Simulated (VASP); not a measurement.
A run of VASP 6.6.1 is set up as follows.

File INCAR:

```
SYSTEM = Se
  PREC = Accurate
  ENCUT = 520
  EDIFF = 1E-7
  ISMEAR = -1
  SIGMA = 0.1
  LREAL = .False.
  LASPH = .True.
  NELM = 60
  ALGO = Normal
  ISIF = 2
  LWAVE = .False.
  LCHARG = .False.
  GGA = PE
  NBANDS = 9
```

The input KPOINTS:

```
Automatic mesh
0
Gamma
  14 14 14
  0 0 0
```

Contents of POSCAR:

```
Se
1.0
   -1.7642091927      1.7642091927      1.7642091927
    1.7642091927     -1.7642091927      1.7642091927
    1.7642091927      1.7642091927     -1.7642091927
Se
1
Direct
    0.0000000000      0.0000000000      0.0000000000
```

Potentials or basis: VASP PAW PBE potentials, release 64 (Se).

Command:

```bash
$ cat potpaw_PBE.64/Se/POTCAR > POTCAR
$ mpirun -np 1 vasp_std > vasp.out
```

Task: Estimate the band gap on the k mesh.

Result: Zero (band 3 reaches 7.18 eV, above the bottom of band 4 at 1.66 eV).

Task: What does it give for the pressure?

Result: -4.4 GPa.
